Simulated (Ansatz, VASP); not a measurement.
# One calculation of H, two programs

The input INCAR:

```
SYSTEM = H
PREC = Accurate
ENCUT = 400
EDIFF = 1E-6
ISMEAR = 0
SIGMA = 0.01
LREAL = .False.
LASPH = .True.
NELM = 120
ALGO = Normal
ISIF = 2
LWAVE = .False.
LCHARG = .False.
NBANDS = 8
GGA_COMPAT = .False.
NELMDL = -8
```

File KPOINTS:

```
regular mesh
0
Gamma
  1 1 1
  0 0 0
```

The input POSCAR:

```
H
1.0
    8.0000000000      0.0000000000      0.0000000000
    0.0000000000      8.0000000000      0.0000000000
    0.0000000000      0.0000000000      8.0000000000
H
2
Direct
    0.5000000000      0.5000000000      0.4562500000
    0.5000000000      0.5000000000      0.5437500000
```

Input for Ansatz:

```yaml
crystal:
  lattice:
    - [8.0, 0.0, 0.0]
    - [0.0, 8.0, 0.0]
    - [0.0, 0.0, 8.0]
  atoms:
    - { symbol: H, position: [0.5, 0.5, 0.45625] }
    - { symbol: H, position: [0.5, 0.5, 0.54375] }
scf:
  occupations: { method: fixed }
output:
  forces: true
  stress: false
  eigenvalues: true
  write_density: true
  write_potential: true
  elf: true
  volumetric_format: npy
hamiltonian:
  xc: lda
basis:
  ecutwfc: 600
kpoints:
  mp_grid: { grid: [1, 1, 1] }
```

Alike in both runs: task single point; functional LDA; k mesh 1 × 1 × 1; no spin polarisation.

```csv
,VASP,Ansatz
version,VASP 6.6.1,Ansatz 0.2.0
potentials or method,"VASP PAW LDA potentials, release 64 (H), cutoff 400 eV","scalar-relativistic, plane waves, PAW"
occupations,"gaussian, width 0.01 eV",fixed
valence electrons in the cell,2,2
```

|  | VASP | Ansatz | Ansatz less VASP |
| --- | --- | --- | --- |
| gap on the k mesh at the Fermi level (eV) | 10.20 | 10.19 | -0.011 |
| rms of the force components (eV/Å) | 1.522 | 1.513 | -0.0094 |

LDA's correlation is that of Perdew and Zunger in VASP and of Perdew and Wang (1992) in Ansatz. Atom by atom the forces differ by 0.009 eV/Å (rms over components).
